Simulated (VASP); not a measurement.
# C (Cmmm) in VASP: further runs

The runs below take C through single point, with r2SCAN.

Everything below comes from runs of VASP 6.6.1. Logs are shortened: lines on timing, memory, paths and dates and some standing lists are left out, and cuts for length are marked.

**1. The cell of the first run**

It takes space group Cmmm (No. 65, orthorhombic). The conventional cell has a = 4.241 Å, b = 8.739 Å, c = 2.505 Å, α = 90.00°, β = 90.00°, γ = 90.00°. C (site symmetry m) has 4 C at 1.53 to 1.57 Å within 2.0 Å. Within 2.0 Å of C (site symmetry m) lie 4 C at 1.53 to 1.56 Å.

**2. Single point, r2SCAN**

File POSCAR:

```
C
1.0
    2.1205985457     -4.3694582406      0.0000000000
    2.1205985457      4.3694582406      0.0000000000
    0.0000000000      0.0000000000      2.5047085935
C
8
Direct
    0.6481731446      0.9813388589      0.0000000000
    0.3518268554      0.0186611411      0.0000000000
    0.0186611411      0.3518268554      0.0000000000
    0.9813388589      0.6481731446      0.0000000000
    0.4047354045      0.2263276525      0.5000000000
    0.5952645955      0.7736723475      0.5000000000
    0.7736723475      0.5952645955      0.5000000000
    0.2263276525      0.4047354045      0.5000000000
```

File INCAR.step1:

```
SYSTEM = C
PREC = Accurate ; ENCUT = 520
ISMEAR = 0 ; SIGMA = 0.02
LREAL = .FALSE. ; LASPH = .TRUE.
NELM = 100 ; NBANDS = 26
GGA = PE ; ALGO = Normal
EDIFF = 1E-4 ; LWAVE = .TRUE.
LCHARG = .FALSE.
```

File INCAR.step2:

```
SYSTEM = C
PREC = Accurate ; ENCUT = 520
EDIFF = 1E-7 ; ISMEAR = 0
SIGMA = 0.02 ; LREAL = .FALSE.
LASPH = .TRUE. ; NELM = 100
ALGO = Normal ; ISIF = 2
LWAVE = .FALSE. ; LCHARG = .FALSE.
METAGGA = R2SCAN ; LMIXTAU = .TRUE.
NBANDS = 26 ; ISTART = 1
```

File KPOINTS:

```
Automatic mesh
0
G
  6 6 10
  0 0 0
```

Potentials or basis: VASP PAW PBE potentials, release 64 (C).

The run is started by

```sh
$ cat potpaw_PBE.64/C/POTCAR > POTCAR
$ cp INCAR.step1 INCAR
$ mpirun -np 1 vasp_std > vasp.out
$ cp INCAR.step2 INCAR
$ mpirun -np 1 vasp_std > vasp.out
```

OUTCAR:

```text
SYSTEM = C
   PREC = Accurate
   ENCUT = 520
   EDIFF = 1E-7
   ISMEAR = 0
   LREAL = .FALSE.
   LASPH = .TRUE.
   NELM = 100
   ISIF = 2
   METAGGA = R2SCAN
   ISTART = 1

 ion  position               nearest neighbor table
   1  0.648  0.981  0.000-   6 1.53   6 1.53   2 1.56   3 1.57
   2  0.352  0.019  0.000-   5 1.53   5 1.53   1 1.56   4 1.57
   3  0.019  0.352  0.000-   8 1.53   8 1.53   4 1.56   1 1.57
   4  0.981  0.648  0.000-   7 1.53   7 1.53   3 1.56   2 1.57
   5  0.405  0.226  0.500-   2 1.53   2 1.53   8 1.56   7 1.56
   6  0.595  0.774  0.500-   1 1.53   1 1.53   7 1.56   8 1.56
   7  0.774  0.595  0.500-   4 1.53   4 1.53   6 1.56   5 1.56
   8  0.226  0.405  0.500-   3 1.53   3 1.53   5 1.56   6 1.56

  LATTYP: Found a base centered orthorhombic cell.
 ALAT       =     4.2411970914
 B/A-ratio  =     2.0604834656
 C/A-ratio  =     0.5905664225

  Lattice vectors:

 A1 = (   2.1205985457,  -4.3694582406,   0.0000000000)
 A2 = (   2.1205985457,   4.3694582406,   0.0000000000)
 A3 = (   0.0000000000,   0.0000000000,   2.5047085935)

Analysis of symmetry for initial positions (statically):
=====================================================================
 Subroutine PRICEL returns:
 Original cell was already a primitive cell.

 Routine SETGRP: Setting up the symmetry group for a
 base centered orthorhombic supercell.

 Subroutine GETGRP returns: Found  8 space group operations
 (whereof  8 operations were pure point group operations)
 out of a pool of  8 trial point group operations.

The static configuration has the point symmetry D_2h.

Analysis of symmetry for dynamics (positions and initial velocities):
=====================================================================
 Subroutine PRICEL returns:
 Original cell was already a primitive cell.

 Routine SETGRP: Setting up the symmetry group for a
 base centered orthorhombic supercell.

 Subroutine GETGRP returns: Found  8 space group operations
 (whereof  8 operations were pure point group operations)
 out of a pool of  8 trial point group operations.

The dynamic configuration has the point symmetry D_2h.

 Subroutine INISYM returns: Found  8 space group operations
 (whereof  8 operations are pure point group operations),
 and found     1 'primitive' translations

----------------------------------------------------------------------------------------

                                     Primitive cell

  volume of cell :      46.4166

  direct lattice vectors                    reciprocal lattice vectors
     2.120598546 -4.369458241  0.000000000     0.235782487 -0.114430662  0.000000000
     2.120598546  4.369458241  0.000000000     0.235782487  0.114430662  0.000000000
     0.000000000  0.000000000  2.504708594     0.000000000  0.000000000  0.399248041

  length of vectors
     4.856861487  4.856861487  2.504708594     0.262083494  0.262083494  0.399248041

  position of ions in fractional coordinates (direct lattice)
     0.648173145  0.981338859  0.000000000
     0.351826855  0.018661141  0.000000000
     0.018661141  0.351826855  0.000000000
     0.981338859  0.648173145  0.000000000
     0.404735405  0.226327652  0.500000000
     0.595264595  0.773672348  0.500000000
     0.773672348  0.595264595  0.500000000
     0.226327652  0.404735405  0.500000000

  ion indices of the primitive-cell ions
   primitive index   ion index
                 1           1
                 2           2
                 3           3
                 4           4
                 5           5
                 6           6
                 7           7
                 8           8

----------------------------------------------------------------------------------------

 KPOINTS: Automatic mesh

Automatic generation of k-mesh.
 Grid dimensions read from file:
 generate k-points for:    6    6   10

 Generating k-lattice:

  Cartesian coordinates                     Fractional coordinates (reciprocal lattice)
     0.039297081 -0.019071777  0.000000000     0.166666667  0.000000000  0.000000000
     0.039297081  0.019071777  0.000000000     0.000000000  0.166666667  0.000000000
     0.000000000  0.000000000  0.039924804     0.000000000  0.000000000  0.100000000

  Length of vectors
     0.043680582  0.043680582  0.039924804

  Shift w.r.t. Gamma in fractional coordinates (k-lattice)
     0.000000000  0.000000000  0.000000000

 Subroutine IBZKPT returns following result:
 ===========================================

 Found     78 irreducible k-points:

 Following reciprocal coordinates:
            Coordinates               Weight
  0.000000  0.000000  0.000000      1.000000
  0.166667  0.000000  0.000000      4.000000
  0.333333  0.000000  0.000000      4.000000
  0.500000  0.000000  0.000000      2.000000
  0.166667  0.166667  0.000000      2.000000
  0.333333  0.166667  0.000000      4.000000
[... 16 lines left out ...]
  0.333333  0.333333  0.100000      4.000000
  0.500000  0.333333  0.100000      8.000000
 [... further k-points ...]
   k-points           NKPTS =     78   k-points in BZ     NKDIM =     78   number of bands    NBANDS=     26
   number of dos      NEDOS =    301   number of ions     NIONS =      8
   total plane-waves  NPLWV =  25920
   dimension x,y,z NGX =    36 NGY =   36 NGZ =   20
   dimension x,y,z NGXF=    72 NGYF=   72 NGZF=   40
   ions per type =               8
   NGX,Y,Z   is equivalent  to a cutoff of  12.32, 12.32, 13.27 a.u.
   NGXF,Y,Z  is equivalent  to a cutoff of  24.64, 24.64, 26.55 a.u.
 SYSTEM =  C
   PREC   = accura    normal or accurate (medium, high low for compatibility)
   ISTART =      1    job   : 0-new  1-cont  2-samecut
   ICHARG =      0    charge: 1-file 2-atom 10-const
   ISPIN  =      1    spin polarized calculation?
   LNONCOLLINEAR =      F non collinear calculations
   LSORBIT =      F    spin-orbit coupling
   LASPH  =      T    aspherical Exc in radial PAW
   ENCUT  =  520.0 eV  38.22 Ry    6.18 a.u.   9.03  9.03  4.66*2*pi/ulx,y,z
   NELM   =    100;   NELMIN=  2; NELMDL=  0     # of ELM steps
   EDIFF  = 0.1E-06   stopping-criterion for ELM
   LREAL  =      F    real-space projection
   EDIFFG = 0.1E-05   stopping-criterion for IOM
   NSW    =      0    number of steps for IOM
   IBRION =     -1    ionic relax: 0-MD 1-quasi-New 2-CG
   NFREE  =      0    steps in history (QN), initial steepest desc. (CG)
   ISIF   =      2    stress and relaxation
   ISYM   =      2    0-nonsym 1-usesym 2-fastsym
   POTIM  = 0.5000    time-step for ionic-motion
   TEBEG  =    0.0;   TEEND  =   0.0 temperature during run
   PSTRESS=    0.0 pullay stress
   NELECT =      32.0000    total number of electrons
   NUPDOWN=      -1.0000    fix difference up-down
   EMIN   =  10.00;   EMAX   =-10.00  energy-range for DOS
   EFERMI =   0.00;   METHOD = LEGACY
   ISMEAR =     0;   SIGMA  =   0.02  broadening in eV -4-tet -1-fermi 0-gaus
   EFERMI_NEDOS =   21; number of points for ismear=-14 and -15
   IALGO  =     38    algorithm
   IMIX   =      4    mixing-type and parameters
     AMIX     =   0.40;   BMIX     =  1.00
     AMIX_MAG =   1.60;   BMIX_MAG =  1.00
  volume/ion in A,a.u.               =       5.80        39.15
  Fermi-wavevector in a.u.,A,eV,Ry     =   1.446218  2.732956 28.457215  2.091546
  Thomas-Fermi vector in A             =   2.564311
   LORBIT       =      0    0 simple, 1 ext, 2 COOP (PROOUT), +10 PAW based schemes
   METAGGA = R2SCAN    functional components
   LHFCALC =     F    Hartree Fock is set to
   AEXX    =    0.0000 exact exchange contribution
   IVDW    =     0    specifies the selected vdW correction
   LEPSILON=     F    determine dielectric tensor
   LRPA    =     F    only Hartree local field effects (RPA)
 non-spin polarized calculation
 Gauss-broadening in eV      SIGMA  =   0.02
  energy-cutoff  :      520.00
  volume of cell :       46.42
 maximum number of plane-waves:      1280
   NGX = 19   NGY = 19   NGZ =  9

 number of electron      32.0000003 magnetization

 Free energy of the ion-electron system (eV)
  ---------------------------------------------------
  ext. energy  EPLUGINS =         0.00000000
  ---------------------------------------------------
  free energy    TOTEN  =       -77.49827568 eV

  energy without entropy =      -77.49827568  energy(sigma->0) =      -77.49827568

 E-fermi :   9.7388     XC(G=0): -14.0739

 val. band max:        9.5855319228   @ k =   0.5000   0.5000   0.0000
 cond. band min:      13.1118489777   @ k =   0.5000   0.5000   0.3000
 fundamental gap:      3.5263170549
 Fermi energy:         9.7387946345

 k-point     1 :       0.0000    0.0000    0.0000
  band No.  band energies     occupation
      1     -13.2244      2.00000
      2      -7.8696      2.00000
      3      -6.5533      2.00000
      4      -6.4233      2.00000
      5      -5.8380      2.00000
      6      -3.2322      2.00000
[... 18 lines left out ...]
     25      19.8060      0.00000
     26      20.4823      0.00000

 k-point     2 :       0.1667    0.0000    0.0000
  band No.  band energies     occupation
      1     -13.0003      2.00000
      2      -8.2114      2.00000
      3      -7.6816      2.00000
      4      -6.7652      2.00000
      5      -5.1142      2.00000
      6      -2.0532      2.00000
[... 18 lines left out ...]
     25      19.8813      0.00000
     26      21.8176      0.00000

 k-point     3 :       0.3333    0.0000    0.0000
  band No.  band energies     occupation
      1     -12.3454      2.00000
      2      -9.5844      2.00000
      3      -8.3840      2.00000
      4      -7.2941      2.00000
      5      -3.6379      2.00000
      6      -0.0160      2.00000
[... 572 lines left out ...]
 k-point    23 :       0.3333    0.3333    0.1000
  band No.  band energies     occupation
      1     -10.9983      2.00000
      2     -10.7901      2.00000
      3      -9.6460      2.00000
      4      -4.9599      2.00000
      5      -2.7057      2.00000
      6      -1.1648      2.00000
[... 18 lines left out ...]
     25      19.3659      0.00000
     26      21.2658      0.00000

 k-point    24 :       0.5000    0.3333    0.1000
  band No.  band energies     occupation
      1     -11.7781      2.00000
      2     -10.7685      2.00000
      3      -8.3759      2.00000
      4      -3.9369      2.00000
      5      -3.5253      2.00000
      6      -0.8880      2.00000
[... 18 lines left out ...]
     25      20.1162      0.00000
     26      20.8867      0.00000

 [... further k-points ...]

------------------------ aborting loop because EDIFF is reached ----------------------------------------

  FORCE on cell =-STRESS in cart. coord.  units (eV):
  Direction    XX          YY          ZZ          XY          YZ          ZX
  --------------------------------------------------------------------------------------
  -------------------------------------------------------------------------------------
  Total        0.3066911      0.3083066      0.3244049      0.0000000      0.0000000      0.0000000
  in kB       10.5861614     10.6419251     11.1975931      0.0000000      0.0000000      0.0000000
  external PRESSURE =      10.8085599 kB  Pullay stress =       0.0000000 kB

 VOLUME and BASIS-vectors are now :
 -----------------------------------------------------------------------------
  energy-cutoff  :      520.00
  volume of cell :       46.42
      direct lattice vectors                 reciprocal lattice vectors
     2.120598546 -4.369458241  0.000000000     0.235782487 -0.114430662  0.000000000
     2.120598546  4.369458241  0.000000000     0.235782487  0.114430662  0.000000000
     0.000000000  0.000000000  2.504708594     0.000000000  0.000000000  0.399248041

 POSITION                                       TOTAL-FORCE (eV/Angst)
 -----------------------------------------------------------------------------------
      3.45554      1.45575      0.00000         0.013765      0.000741      0.000000
      0.78566     -1.45575      0.00000        -0.013765     -0.000741      0.000000
      0.78566      1.45575      0.00000        -0.013765      0.000741      0.000000
      3.45554     -1.45575      0.00000         0.013765     -0.000741      0.000000
      1.33823     -0.77955      1.25235        -0.015713     -0.003101      0.000000
      2.90297      0.77955      1.25235         0.015713      0.003101      0.000000
      2.90297     -0.77955      1.25235         0.015713     -0.003101      0.000000
      1.33823      0.77955      1.25235        -0.015713      0.003101      0.000000
 -----------------------------------------------------------------------------------
    total drift:                                0.000000      0.000000     -0.000000

  FREE ENERGIE OF THE ION-ELECTRON SYSTEM (eV)
  ---------------------------------------------------
  free  energy   TOTEN  =       -77.4982756803 eV

  energy  without entropy=      -77.4982756803  energy(sigma->0) =      -77.49827568
```

It took 8.5 min on 1 thread of AMD EPYC 7R13, shared host; peak memory 0.17 GiB.

Results:

| Property | Result |
| --- | --- |
| Free energy | -77.4983 eV |
| Pressure | 1.1 GPa |
| Largest force | 0.016 eV/Å |
| Band gap on the k mesh | 3.53 eV (least direct gap 5.28 eV) |

Forces in eV/Å, atoms in the order of the input:
```
C    0.014  0.001  0.000
C   -0.014 -0.001  0.000
C   -0.014  0.001  0.000
C    0.014 -0.001  0.000
C   -0.016 -0.003  0.000
C    0.016  0.003  0.000
C    0.016 -0.003  0.000
C   -0.016  0.003  0.000
```

Levels at points of the mesh, in eV from the valence-band top:
| k point | band 12 | band 13 | band 14 | band 15 | band 16 | band 17 | band 18 | band 19 | band 20 | band 21 |
| --- | --- | --- | --- | --- | --- | --- | --- | --- | --- | --- |
| (0.00, 0.00, 0.00) | -3.36 | -2.25 | -2.10 | -1.93 | -1.26 | 4.86 | 5.11 | 5.31 | 5.50 | 8.51 |
| (0.50, 0.00, 0.00) | -4.11 | -4.01 | -3.00 | -2.80 | -2.53 | 5.19 | 6.34 | 6.43 | 7.16 | 7.42 |
| (0.50, 0.50, 0.00) | -5.14 | -3.34 | -0.31 | -0.19 | 0.00 | 5.34 | 5.57 | 6.33 | 7.10 | 7.30 |
| (0.00, 0.00, 0.50) | -6.62 | -6.20 | -6.18 | -3.46 | -3.19 | 7.64 | 7.96 | 8.14 | 8.27 | 8.57 |
| (0.50, 0.00, 0.50) | -5.99 | -5.15 | -4.97 | -4.73 | -3.29 | 5.61 | 5.98 | 6.97 | 7.53 | 7.56 |
| (0.50, 0.50, 0.50) | -5.93 | -5.77 | -5.69 | -5.45 | -5.42 | 4.38 | 4.59 | 5.28 | 6.06 | 10.01 |

Caveat: the PAW data sets were made with another functional, which shifts forces and pressure a little.

**3. Single point, r2SCAN**

POSCAR is that of step 2.

File INCAR.step1:

```
SYSTEM = C
PREC = Accurate
ENCUT = 520
ISMEAR = 0
SIGMA = 0.05
LREAL = .FALSE.
LASPH = .TRUE.
NELM = 60
NBANDS = 26
GGA = PE
ALGO = Normal
EDIFF = 1E-4
LWAVE = .TRUE.
LCHARG = .FALSE.
```

File INCAR.step2:

```
SYSTEM = C
PREC = Accurate
ENCUT = 520
EDIFF = 1E-6
ISMEAR = 0
SIGMA = 0.05
LREAL = .FALSE.
LASPH = .TRUE.
NELM = 60
ALGO = Normal
ISIF = 2
LWAVE = .FALSE.
LCHARG = .FALSE.
METAGGA = R2SCAN
LMIXTAU = .TRUE.
NBANDS = 26
ISTART = 1
```

KPOINTS is that of step 2.

Potentials or basis: VASP PAW PBE potentials, release 64 (C).

The run is started by

```sh
$ cat potpaw_PBE.64/C/POTCAR > POTCAR
$ cp INCAR.step1 INCAR
$ mpirun -np 1 vasp_std > vasp.out
$ cp INCAR.step2 INCAR
$ mpirun -np 1 vasp_std > vasp.out
```

It took 9.3 min on 1 thread of AMD EPYC 7R13, shared host; peak memory 0.17 GiB.

Results (log left out):

```yaml
Free_energy: -77.4983 eV
Pressure: 1.1 GPa
Largest_force: 0.016 eV/Å
Band_gap_on_the_k_mesh: 3.53 eV (least direct gap 5.28 eV)
```

Forces on the atoms (eV/Å):
```
C    0.014  0.001  0.000
C   -0.014 -0.001  0.000
C   -0.014  0.001  0.000
C    0.014 -0.001  0.000
C   -0.016 -0.003  0.000
C    0.016  0.003  0.000
C    0.016 -0.003  0.000
C   -0.016  0.003  0.000
```

Levels at points of the mesh, in eV from the valence-band top:
| k point | band 13 | band 14 | band 15 | band 16 | band 17 | band 18 | band 19 | band 20 |
| --- | --- | --- | --- | --- | --- | --- | --- | --- |
| (0.00, 0.00, 0.00) | -2.25 | -2.10 | -1.93 | -1.26 | 4.86 | 5.11 | 5.31 | 5.50 |
| (0.50, 0.00, 0.00) | -4.01 | -3.00 | -2.80 | -2.53 | 5.19 | 6.34 | 6.43 | 7.16 |
| (0.50, 0.50, 0.00) | -3.34 | -0.31 | -0.19 | 0.00 | 5.34 | 5.57 | 6.33 | 7.10 |
| (0.00, 0.00, 0.50) | -6.20 | -6.18 | -3.46 | -3.19 | 7.64 | 7.96 | 8.14 | 8.27 |
| (0.50, 0.00, 0.50) | -5.15 | -4.97 | -4.73 | -3.29 | 5.61 | 5.98 | 6.97 | 7.53 |
| (0.50, 0.50, 0.50) | -5.77 | -5.69 | -5.45 | -5.42 | 4.38 | 4.59 | 5.28 | 6.06 |

Caveat: the PAW data sets were made with another functional, which shifts forces and pressure a little.
